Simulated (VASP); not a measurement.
Wanted: the native input for a VASP 6.6.1 run.

```yaml
Task: single point
Functional: PBEsol
Potentials_or_basis: VASP PAW PBE potentials, release 64 (Mg, I)
Cutoff: 520 eV
k_mesh: 7 × 7 × 4
Occupations: fermi-dirac, width 0.03 eV
Spin: no spin polarisation
Dipole_correction: no
Further_INCAR_settings: ALGO = Normal; EDIFF = 1e-06; NBANDS = 15
```

The structure of MgI2 lies in POSCAR:

```
MgI2
1.0
    4.1398080440      0.0000000000      0.0000000000
   -2.0699040220      3.5851789328      0.0000000000
    0.0000000000      0.0000000000      6.8390499958
Mg I
1 2
Direct
    0.0000000000      0.0000000000      0.0000000000
    0.3333333333      0.6666666667      0.7576300000
    0.6666666667      0.3333333333      0.2423700000
```

This cell differs from its parent crystal: volume scaled by 0.99.

One way to write it, as run:

INCAR

```
PREC = Accurate
ENCUT = 520
EDIFF = 1E-6
ISMEAR = -1
SIGMA = 0.03
LREAL = F
LASPH = T
NELM = 100
ALGO = Normal
ISIF = 2
LWAVE = F
LCHARG = F
GGA = PS
NBANDS = 15
```

KPOINTS

```
Automatic mesh
0
Gamma
  7 7 4
```

Potentials or basis: VASP PAW PBE potentials, release 64 (Mg, I).

The run is started by

```console
$ cat potpaw_PBE.64/Mg/POTCAR potpaw_PBE.64/I/POTCAR > POTCAR
$ mpirun -np 1 vasp_std > vasp.out
```

Results of the run:

| Quantity | Value |
| --- | --- |
| Pressure | 0.1 GPa |
| Largest force | 0.011 eV/Å |
| Band gap on the k mesh | 3.47 eV, indirect (least direct gap 3.61 eV) |

Caveat: the PAW data sets were made with another functional, which shifts forces and pressure a little; spin-orbit coupling is left out, which moves the levels of the heavy elements; this functional lacks dispersion, which binds the layers, so the pressure and a relaxed spacing across them are unreliable.

It took 20 s on 1 thread of Intel(R) Xeon(R) 6975P-C (Granite Rapids), on a shared host, peak memory 0.24 GiB.
